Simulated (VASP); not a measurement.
Wanted: the native input for a VASP 6.6.1 run.

- Task: single point
- Functional: PBEsol
- Potentials or basis: VASP PAW PBE potentials, release 64 (Sr_sv)
- Cutoff: 520 eV
- k mesh: 12 × 12 × 8
- Occupations: gaussian, width 0.15 eV
- Spin: no spin polarisation
- Dipole correction: no
- Further INCAR settings: ALGO = Fast; EDIFF = 1e-07; NBANDS = 17

The structure of Sr lies in POSCAR:

```
Sr
1.0
    4.2453502174      0.0000000000      0.0000000000
   -2.1226751087      3.6765811362      0.0000000000
    0.0000000000      0.0000000000      7.0500000000
Sr
2
Direct
    0.3333333333      0.6666666667      0.2500000000
    0.6666666667      0.3333333333      0.7500000000
```

This isn't the form of Sr at room conditions, which is fcc.

This cell differs from its parent crystal: strain -0.0150 x Voigt [1, 1, 0, 0, 0, 0].

These files were run (other wordings do the same):

INCAR

```
SYSTEM = Sr
PREC = Accurate
ENCUT = 520
EDIFF = 1E-7
ISMEAR = 0
SIGMA = 0.15
LREAL = .FALSE.
LASPH = .TRUE.
NELM = 60
ALGO = Fast
ISIF = 2
LWAVE = .FALSE.
LCHARG = .FALSE.
GGA = PS
NBANDS = 17
```

KPOINTS

```
regular mesh
0
G
  12 12 8
  0 0 0
```

Potentials or basis: VASP PAW PBE potentials, release 64 (Sr_sv).

Command:

```console
$ cat potpaw_PBE.64/Sr_sv/POTCAR > POTCAR
$ mpirun -np 1 vasp_std > vasp.out
```

It gave:

The pressure is -0.5 GPa and the band gap on the k mesh is zero (bands 10 and 11 overlap by 0.25 eV).

Caveat: the cell differs from its parent crystal (strain -0.0150 x Voigt [1, 1, 0, 0, 0, 0]); the PAW data sets were made with another functional, which shifts forces and pressure a little.

Wall time 5.2 min on 1 thread of Intel Xeon 8259CL, with other jobs on the host, peak memory 0.32 GiB.
